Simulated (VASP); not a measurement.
# Ir (Fm-3m) in VASP: a series of runs

The runs below take Ir through single point, with PBE.

Program: VASP 6.6.1. These are calculated values, not measurements. Logs are shortened: lines on timing, memory, paths and dates and some standing lists are left out, and cuts for length are marked.

## 1. The cell of the first run

Symmetry: Fm-3m, No. 225, cubic system. Conventional cell: a = 3.753 Å, b = 3.753 Å, c = 3.753 Å, α = 90.00°, β = 90.00°, γ = 90.00°. Ir (site symmetry m-3m) has 12 Ir at 2.65 Å within 3.5 Å.

## 2. Single point, PBE

INCAR

```
  ALGO = Normal
  EDIFF = 1E-6
  ENCUT = 500
  GGA = PE
  GGA_COMPAT = F
  ISIF = 2
  ISMEAR = 1
  LASPH = T
  LCHARG = F
  LREAL = F
  LWAVE = F
  NBANDS = 10
  NELM = 120
  PREC = Accurate
  SIGMA = 0.15
```

KPOINTS

```
k-points
0
Gamma
  10 10 10
```

POSCAR

```
Ir
1.0
    0.0000000000      1.8764951499      1.8764951499
    1.8764951499      0.0000000000      1.8764951499
    1.8764951499      1.8764951499      0.0000000000
Ir
1
Direct
    0.0000000000      0.0000000000      0.0000000000
```

Potentials or basis: VASP PAW PBE potentials, release 64 (Ir).

Started as:

```bash
> cat potpaw_PBE.64/Ir/POTCAR > POTCAR
> mpirun -np 1 vasp_std > vasp.out
```

OUTCAR:

```text
EDIFF = 1E-6
   ENCUT = 500
   GGA = PE
   ISIF = 2
   ISMEAR = 1
   LASPH = T
   LREAL = F
   NELM = 120
   PREC = Accurate

 ion  position               nearest neighbor table
   1  0.000  0.000  0.000-

  LATTYP: Found a face centered cubic cell.
 ALAT       =     3.7529902998

  Lattice vectors:

 A1 = (   0.0000000000,   1.8764951499,   1.8764951499)
 A2 = (   1.8764951499,   0.0000000000,   1.8764951499)
 A3 = (   1.8764951499,   1.8764951499,   0.0000000000)

Analysis of symmetry for initial positions (statically):
=====================================================================
 Subroutine PRICEL returns:
 Original cell was already a primitive cell.

 Routine SETGRP: Setting up the symmetry group for a
 face centered cubic supercell.

 Subroutine GETGRP returns: Found 48 space group operations
 (whereof 48 operations were pure point group operations)
 out of a pool of 48 trial point group operations.

The static configuration has the point symmetry O_h .

Analysis of symmetry for dynamics (positions and initial velocities):
=====================================================================
 Subroutine PRICEL returns:
 Original cell was already a primitive cell.

 Routine SETGRP: Setting up the symmetry group for a
 face centered cubic supercell.

 Subroutine GETGRP returns: Found 48 space group operations
 (whereof 48 operations were pure point group operations)
 out of a pool of 48 trial point group operations.

The dynamic configuration has the point symmetry O_h .

 Subroutine INISYM returns: Found 48 space group operations
 (whereof 48 operations are pure point group operations),
 and found     1 'primitive' translations

----------------------------------------------------------------------------------------

                                     Primitive cell

  volume of cell :      13.2152

  direct lattice vectors                    reciprocal lattice vectors
     0.000000000  1.876495150  1.876495150    -0.266454193  0.266454193  0.266454193
     1.876495150  0.000000000  1.876495150     0.266454193 -0.266454193  0.266454193
     1.876495150  1.876495150  0.000000000     0.266454193  0.266454193 -0.266454193

  length of vectors
     2.653764891  2.653764891  2.653764891     0.461512199  0.461512199  0.461512199

  position of ions in fractional coordinates (direct lattice)
     0.000000000  0.000000000  0.000000000

  ion indices of the primitive-cell ions
   primitive index   ion index
                 1           1

----------------------------------------------------------------------------------------

 KPOINTS: k-points

Automatic generation of k-mesh.
 Grid dimensions read from file:
 generate k-points for:   10   10   10

 Generating k-lattice:

  Cartesian coordinates                     Fractional coordinates (reciprocal lattice)
    -0.026645419  0.026645419  0.026645419     0.100000000  0.000000000  0.000000000
     0.026645419 -0.026645419  0.026645419     0.000000000  0.100000000  0.000000000
     0.026645419  0.026645419 -0.026645419     0.000000000  0.000000000  0.100000000

  Length of vectors
     0.046151220  0.046151220  0.046151220

  Shift w.r.t. Gamma in fractional coordinates (k-lattice)
     0.000000000  0.000000000  0.000000000

 Subroutine IBZKPT returns following result:
 ===========================================

 Found     47 irreducible k-points:

 Following reciprocal coordinates:
            Coordinates               Weight
  0.000000  0.000000  0.000000      1.000000
  0.100000  0.000000  0.000000      8.000000
  0.200000  0.000000  0.000000      8.000000
  0.300000  0.000000  0.000000      8.000000
  0.400000  0.000000  0.000000      8.000000
  0.500000  0.000000  0.000000      4.000000
[... 16 lines left out ...]
  0.300000  0.300000  0.000000      6.000000
  0.400000  0.300000  0.000000     24.000000
 [... further k-points ...]
   k-points           NKPTS =     47   k-points in BZ     NKDIM =     47   number of bands    NBANDS=     10
   number of dos      NEDOS =    301   number of ions     NIONS =      1
   total plane-waves  NPLWV =   8000
   dimension x,y,z NGX =    20 NGY =   20 NGZ =   20
   dimension x,y,z NGXF=    40 NGYF=   40 NGZF=   40
   ions per type =               1
   NGX,Y,Z   is equivalent  to a cutoff of  12.53, 12.53, 12.53 a.u.
   NGXF,Y,Z  is equivalent  to a cutoff of  25.06, 25.06, 25.06 a.u.
 SYSTEM =  unknown system
   PREC   = accura    normal or accurate (medium, high low for compatibility)
   ISTART =      0    job   : 0-new  1-cont  2-samecut
   ICHARG =      2    charge: 1-file 2-atom 10-const
   ISPIN  =      1    spin polarized calculation?
   LNONCOLLINEAR =      F non collinear calculations
   LSORBIT =      F    spin-orbit coupling
   LASPH  =      T    aspherical Exc in radial PAW
   ENCUT  =  500.0 eV  36.75 Ry    6.06 a.u.   4.84  4.84  4.84*2*pi/ulx,y,z
   NELM   =    120;   NELMIN=  2; NELMDL= -5     # of ELM steps
   EDIFF  = 0.1E-05   stopping-criterion for ELM
   LREAL  =      F    real-space projection
   EDIFFG = 0.1E-04   stopping-criterion for IOM
   NSW    =      0    number of steps for IOM
   IBRION =     -1    ionic relax: 0-MD 1-quasi-New 2-CG
   NFREE  =      0    steps in history (QN), initial steepest desc. (CG)
   ISIF   =      2    stress and relaxation
   ISYM   =      2    0-nonsym 1-usesym 2-fastsym
   POTIM  = 0.5000    time-step for ionic-motion
   TEBEG  =    0.0;   TEEND  =   0.0 temperature during run
   PSTRESS=    0.0 pullay stress
   NELECT =       9.0000    total number of electrons
   NUPDOWN=      -1.0000    fix difference up-down
   EMIN   =  10.00;   EMAX   =-10.00  energy-range for DOS
   EFERMI =   0.00;   METHOD = LEGACY
   ISMEAR =     1;   SIGMA  =   0.15  broadening in eV -4-tet -1-fermi 0-gaus
   EFERMI_NEDOS =   21; number of points for ismear=-14 and -15
   IALGO  =     38    algorithm
   IMIX   =      4    mixing-type and parameters
     AMIX     =   0.40;   BMIX     =  1.00
     AMIX_MAG =   1.60;   BMIX_MAG =  1.00
  volume/ion in A,a.u.               =      13.22        89.18
  Fermi-wavevector in a.u.,A,eV,Ry     =   1.440340  2.721847 28.226348  2.074578
  Thomas-Fermi vector in A             =   2.559095
   LORBIT       =      0    0 simple, 1 ext, 2 COOP (PROOUT), +10 PAW based schemes
   GGA     = PE    functional components
   LHFCALC =     F    Hartree Fock is set to
   AEXX    =    0.0000 exact exchange contribution
   IVDW    =     0    specifies the selected vdW correction
   LEPSILON=     F    determine dielectric tensor
   LRPA    =     F    only Hartree local field effects (RPA)
 non-spin polarized calculation
 Methfessel and Paxton  Order N= 1 SIGMA  =   0.15
  energy-cutoff  :      500.00
  volume of cell :       13.22
 maximum number of plane-waves:       344
   NGX =  9   NGY =  9   NGZ =  9

 number of electron       9.0000000 magnetization

 Free energy of the ion-electron system (eV)
  ---------------------------------------------------
  ext. energy  EPLUGINS =         0.00000000
  ---------------------------------------------------
  free energy    TOTEN  =        -8.69918648 eV

  energy without entropy =       -8.69832691  energy(sigma->0) =       -8.69889996

 E-fermi :  11.7258     XC(G=0): -14.3966

 val. band max:       11.7067932835   @ k =  -0.3000   0.3000   0.1000
 cond. band min:      11.7297294141   @ k =  -0.4000   0.5000   0.1000
 fundamental gap:      0.0229361306
 Fermi energy:        11.7257641403

 k-point     1 :       0.0000    0.0000    0.0000
  band No.  band energies     occupation
      1      -0.2384      2.00000
      2       7.3205      2.00000
      3       7.3205      2.00000
      4       7.3205      2.00000
      5      10.3229      2.00000
      6      10.3229      2.00000
      7      25.7901      0.00000
      8      31.8029      0.00000
      9      31.8029      0.00000
     10      31.8029      0.00000

 k-point     2 :       0.1000    0.0000    0.0000
  band No.  band energies     occupation
      1       0.2318      2.00000
      2       7.0731      2.00000
      3       7.5199      2.00000
      4       7.5199      2.00000
      5      10.1973      2.00000
      6      10.1973      2.00000
      7      26.6102      0.00000
      8      29.8596      0.00000
      9      32.6030      0.00000
     10      32.6030      0.00000

 k-point     3 :       0.2000    0.0000    0.0000
  band No.  band energies     occupation
      1       1.4366      2.00000
      2       6.7032      2.00000
      3       7.8233      2.00000
      4       7.8233      2.00000
      5      10.2058      2.00000
      6      10.2058      2.00000
      7      26.9231      0.00000
      8      28.5322      0.00000
      9      34.7763      0.00000
     10      34.7763      0.00000

 k-point     4 :       0.3000    0.0000    0.0000
  band No.  band energies     occupation
      1       2.5458      2.00000
      2       7.2492      2.00000
      3       7.6721      2.00000
      4       7.6721      2.00000
      5      11.0032      2.00000
      6      11.0032      2.00000
      7      24.3395      0.00000
      8      28.1454      0.00000
      9      36.2085      0.00000
     10      36.2085      0.00000
[... 222 lines left out ...]
 k-point    22 :      -0.2000    0.2000    0.0000
  band No.  band energies     occupation
      1       3.6517      2.00000
      2       5.9968      2.00000
      3       7.2654      2.00000
      4       8.8748      2.00000
      5       9.1997      2.00000
      6      13.0415     -0.00000
      7      25.6838      0.00000
      8      29.2704      0.00000
      9      30.7633      0.00000
     10      32.9202      0.00000

 k-point    23 :       0.3000    0.3000    0.0000
  band No.  band energies     occupation
      1       3.3794      2.00000
      2       4.5821      2.00000
      3       8.6121      2.00000
      4      10.4340      2.00000
      5      10.4340      2.00000
      6      11.7513      0.71660
      7      28.7812      0.00000
      8      28.7812      0.00000
      9      29.9075      0.00000
     10      33.4133      0.00000

 k-point    24 :       0.4000    0.3000    0.0000
  band No.  band energies     occupation
      1       3.6165      2.00000
      2       4.3485      2.00000
      3       8.7283      2.00000
      4      10.6805      2.00000
      5      12.5252     -0.00000
      6      12.5347     -0.00000
      7      25.1125      0.00000
      8      27.3669      0.00000
      9      28.5093      0.00000
     10      33.5914      0.00000

 [... further k-points ...]

------------------------ aborting loop because EDIFF is reached ----------------------------------------

  FORCE on cell =-STRESS in cart. coord.  units (eV):
  Direction    XX          YY          ZZ          XY          YZ          ZX
  --------------------------------------------------------------------------------------
  -------------------------------------------------------------------------------------
  Total        3.4509473      3.4509473      3.4509473      0.0000000     -0.0000000      0.0000000
  in kB      418.3854579    418.3854579    418.3854579      0.0000000     -0.0000000      0.0000000
  external PRESSURE =     418.3854579 kB  Pullay stress =       0.0000000 kB

 VOLUME and BASIS-vectors are now :
 -----------------------------------------------------------------------------
  energy-cutoff  :      500.00
  volume of cell :       13.22
      direct lattice vectors                 reciprocal lattice vectors
     0.000000000  1.876495150  1.876495150    -0.266454193  0.266454193  0.266454193
     1.876495150  0.000000000  1.876495150     0.266454193 -0.266454193  0.266454193
     1.876495150  1.876495150  0.000000000     0.266454193  0.266454193 -0.266454193

 POSITION                                       TOTAL-FORCE (eV/Angst)
 -----------------------------------------------------------------------------------
      0.00000      0.00000      0.00000        -0.000000      0.000000     -0.000000
 -----------------------------------------------------------------------------------
    total drift:                                0.000000      0.000000      0.000000

  FREE ENERGIE OF THE ION-ELECTRON SYSTEM (eV)
  ---------------------------------------------------
  free  energy   TOTEN  =        -8.6991864795 eV

  energy  without entropy=       -8.6983269064  energy(sigma->0) =       -8.69889996
```

Run time: 12 s. Hardware: 1 thread of Intel Xeon 8259CL, shared host; peak memory 0.13 GiB.

Results:

```yaml
Free_energy: -8.6992 eV
Pressure: 41.8 GPa
```

Caveat: spin-orbit coupling is left out, which moves the levels of the heavy elements.

## 3. Single point, PBE

This run uses another cell than the first one, of 13.64 Å³/atom, 1.032 times its volume.

INCAR is that of step 2.

KPOINTS is that of step 2.

POSCAR

```
Ir
1.0
    0.0000000000      1.8962491820      1.8962491820
    1.8962491820      0.0000000000      1.8962491820
    1.8962491820      1.8962491820      0.0000000000
Ir
1
Direct
    0.0000000000      0.0000000000      0.0000000000
```

Potentials or basis: VASP PAW PBE potentials, release 64 (Ir).

Started as:

```bash
> cat potpaw_PBE.64/Ir/POTCAR > POTCAR
> mpirun -np 1 vasp_std > vasp.out
```

It took 14 s on 1 thread of Intel Xeon 8259CL, shared host; peak memory 0.13 GiB.

Results (log left out):

```
Free energy : -8.7877 eV
Pressure    : 25.7 GPa
```

Levels at points of the mesh, in eV from the Fermi level:
| k point | band 1 | band 2 | band 3 | band 4 | band 5 | band 6 | band 7 | band 8 | band 9 |
| --- | --- | --- | --- | --- | --- | --- | --- | --- | --- |
| (0.00, 0.00, 0.00) | -11.61 | -4.20 | -4.20 | -4.20 | -1.34 | -1.34 | 14.15 | 19.97 | 19.97 |
| (0.50, 0.00, 0.00) | -8.59 | -4.31 | -4.31 | -0.94 | 0.88 | 0.88 | 7.57 | 13.71 | 20.02 |
| (0.50, 0.50, 0.00) | -8.43 | -7.84 | 0.85 | 1.50 | 1.50 | 1.61 | 10.95 | 11.80 | 11.80 |

Caveat: spin-orbit coupling is left out, which moves the levels of the heavy elements.

## 4. Single point, PBE

This run uses another cell than the first one, of 14.06 Å³/atom, 1.064 times its volume.

INCAR

```
SYSTEM = Ir
PREC     = Accurate       ! precision mode
ENCUT    = 500            ! plane-wave cutoff, eV
EDIFF    = 1E-6           ! SCF threshold, eV
ISMEAR   = 1              ! smearing method
SIGMA    = 0.15           ! smearing width, eV
LREAL    = .FALSE.        ! projectors in reciprocal space
LASPH    = .TRUE.         ! aspherical terms in the spheres
NELM     = 120            ! most SCF steps
ALGO     = Normal         ! electronic algorithm
ISIF     = 2              ! what is computed and relaxed
LWAVE    = .FALSE.        ! write WAVECAR
LCHARG   = .TRUE.         ! write CHGCAR
GGA      = PE             ! functional
LELF     = .TRUE.         ! ELF
LVHAR    = .TRUE.       
NBANDS   = 10             ! bands
GGA_COMPAT= .FALSE.
```

KPOINTS

```
regular mesh
0
G
  10 10 10
  0 0 0
```

POSCAR

```
Ir
1.0
    0.0000000000      1.9156000000      1.9156000000
    1.9156000000      0.0000000000      1.9156000000
    1.9156000000      1.9156000000      0.0000000000
Ir
1
Direct
    0.0000000000      0.0000000000      0.0000000000
```

Potentials or basis: VASP PAW PBE potentials, release 64 (Ir).

Started as:

```bash
> cat potpaw_PBE.64/Ir/POTCAR > POTCAR
> mpirun -np 1 vasp_std > vasp.out
```

OUTCAR:

```text
SYSTEM = Ir
   PREC = Accurate
   ENCUT = 500
   EDIFF = 1E-6
   ISMEAR = 1
   LREAL = .FALSE.
   LASPH = .TRUE.
   NELM = 120
   ISIF = 2
   GGA = PE

 ion  position               nearest neighbor table
   1  0.000  0.000  0.000-

  LATTYP: Found a face centered cubic cell.
 ALAT       =     3.8312000000

  Lattice vectors:

 A1 = (   0.0000000000,   1.9156000000,   1.9156000000)
 A2 = (   1.9156000000,   0.0000000000,   1.9156000000)
 A3 = (   1.9156000000,   1.9156000000,   0.0000000000)

[... 489 lines left out ...]
     10      31.6104      0.00000

 [... further k-points ...]

------------------------ aborting loop because EDIFF is reached ----------------------------------------

  FORCE on cell =-STRESS in cart. coord.  units (eV):
  Direction    XX          YY          ZZ          XY          YZ          ZX
  --------------------------------------------------------------------------------------
  -------------------------------------------------------------------------------------
  Total        1.0681577      1.0681577      1.0681577      0.0000000      0.0000000      0.0000000
  in kB      121.7310785    121.7310785    121.7310785      0.0000000      0.0000000      0.0000000
  external PRESSURE =     121.7310785 kB  Pullay stress =       0.0000000 kB

 VOLUME and BASIS-vectors are now :
 -----------------------------------------------------------------------------
  energy-cutoff  :      500.00
  volume of cell :       14.06
      direct lattice vectors                 reciprocal lattice vectors
     0.000000000  1.915600000  1.915600000    -0.261014826  0.261014826  0.261014826
     1.915600000  0.000000000  1.915600000     0.261014826 -0.261014826  0.261014826
     1.915600000  1.915600000  0.000000000     0.261014826  0.261014826 -0.261014826

 POSITION                                       TOTAL-FORCE (eV/Angst)
 -----------------------------------------------------------------------------------
      0.00000      0.00000      0.00000         0.000000      0.000000      0.000000
 -----------------------------------------------------------------------------------
    total drift:                                0.000000      0.000000      0.000000

  FREE ENERGIE OF THE ION-ELECTRON SYSTEM (eV)
  ---------------------------------------------------
  free  energy   TOTEN  =        -8.8373213936 eV

  energy  without entropy=       -8.8366754908  energy(sigma->0) =       -8.83710609
```

stdout:

```text
POSCAR found type information on POSCAR Ir
 POSCAR found :  1 types and       1 ions
 scaLAPACK will be used
 LDA part: xc-table for (Slater+PW92), standard interpolation
 POSCAR, INCAR and KPOINTS ok, starting setup
 FFT: planning ... GRIDC
 FFT: planning ... GRID_SOFT
 FFT: planning ... GRID
 WAVECAR not read
 entering main loop
```

Wall time 12 s (1 thread of Intel Xeon 8259CL, shared host); peak memory 0.13 GiB.

Results:

```
Free energy : -8.8373 eV
Pressure    : 12.2 GPa
```

Caveat: spin-orbit coupling is left out, which moves the levels of the heavy elements.

[end of part 1 of 2]
